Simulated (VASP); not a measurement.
Write the native input for VASP 6.6.1 that does the following.

```yaml
Task: relaxation of cell and atoms
Functional: PBEsol
Potentials_or_basis: VASP PAW PBE potentials, release 64 (Zn)
Cutoff: 600 eV
k_mesh: 20 × 20 × 10
Occupations: fermi-dirac, width 0.1 eV
Spin: no spin polarisation
Target_pressure: 2 GPa
Dipole_correction: no
Further_INCAR_settings: ALGO = Normal; EDIFF = 1e-06; IBRION = 2; EDIFFG = -0.002; NSW = 100; ISIF = 3
```

The structure of Zn lies in POSCAR:

```
Zn
1.0
    2.6354261662      0.0000000000      0.0000000000
   -1.3177130831      2.2823460098      0.0000000000
    0.0000000000      0.0000000000      4.6649985756
Zn
2
Direct
    0.3333333333      0.6666666667      0.2500000000
    0.6666666667      0.3333333333      0.7500000000
```

These files were run (other wordings do the same):

INCAR

```
PREC = Accurate ; ENCUT = 600
EDIFF = 1E-6 ; ISMEAR = -1
SIGMA = 0.1 ; LREAL = False
LASPH = True ; NELM = 60
ALGO = Normal ; ISIF = 3
LWAVE = False ; LCHARG = False
GGA = PS ; IBRION = 2
NSW = 100 ; EDIFFG = -0.002
PSTRESS = 20.0
```

KPOINTS

```
regular mesh
0
Gamma
  20 20 10
```

Potentials or basis: VASP PAW PBE potentials, release 64 (Zn).

Run with:

```sh
$ cat potpaw_PBE.64/Zn/POTCAR > POTCAR
$ mpirun -np 1 vasp_std > vasp.out
```

Results of the run:

```json
{"Relaxed volume": "13.79 Å³/atom", "Relaxed cell": "a = 2.628 Å, b = 2.628 Å, c = 4.610 Å, α = 90.00°, β = 90.00°, γ = 120.00°", "Space group after relaxing (to 0.05 Å)": "P6_3/mmc (No. 194)", "Energy change on relaxing (the enthalpy is what falls)": "+1.8 meV/atom", "Ionic steps": "15", "Pressure after relaxing": "2.0 GPa", "Band gap on the k mesh": "zero (band 12 reaches 5.41 eV, above the bottom of band 13 at 1.43 eV)"}
```

Caveat: the cell is relaxed towards a set pressure, so the enthalpy falls and the energy may rise; the PAW data sets were made with another functional, which shifts forces and pressure a little.

Run time: 14 min on 1 thread of Oxide Virtual Turin-like Processor, with other jobs on the host, peak memory 0.23 GiB.
